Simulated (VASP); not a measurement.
Here is a VASP 6.6.1 calculation.

The input INCAR:

```
SYSTEM = BAs
ALGO = Normal
EDIFF = 1E-6
ENCUT = 520
GGA = RP
ISIF = 2
ISMEAR = -1
IVDW = 13
LASPH = .TRUE.
LCHARG = .FALSE.
LREAL = .FALSE.
LWAVE = .FALSE.
NBANDS = 11
NELM = 60
PREC = Accurate
SIGMA = 0.05
```

KPOINTS

```
k-points
0
G
  12 8 6
  0 0 0
```

The input POSCAR:

```
BAs
1.0
    2.7186849602      0.0000000000      0.0000000000
    0.0000000000      2.3970352686      0.0000000000
    0.0000000000      0.0000000000      4.2739929232
B As
1 1
Direct
    0.0000000000      0.5000000000      0.0000000000
    0.5000000000      0.5000000000      0.5000000000
```

Potentials or basis: VASP PAW PBE potentials, release 64 (B, As).

Command:

```bash
$ cat potpaw_PBE.64/B/POTCAR potpaw_PBE.64/As/POTCAR > POTCAR
$ mpirun -np 1 vasp_std > vasp.out
```

Predict the band gap on the k mesh.

zero (band 4 reaches 9.45 eV, above the bottom of band 5 at 4.35 eV).

Estimate the dispersion energy per atom.

-0.899 eV.

What does it give for the pressure?

0.3 GPa.

Stress tensor (GPa, compression positive):
```
0.17 0.00 0.00
0.00 0.49 0.00
0.00 0.00 0.11
```

Caveat: the PAW data sets were made with another functional, which shifts forces and pressure a little; pairwise dispersion overbinds metals, which lowers pressure and volume.
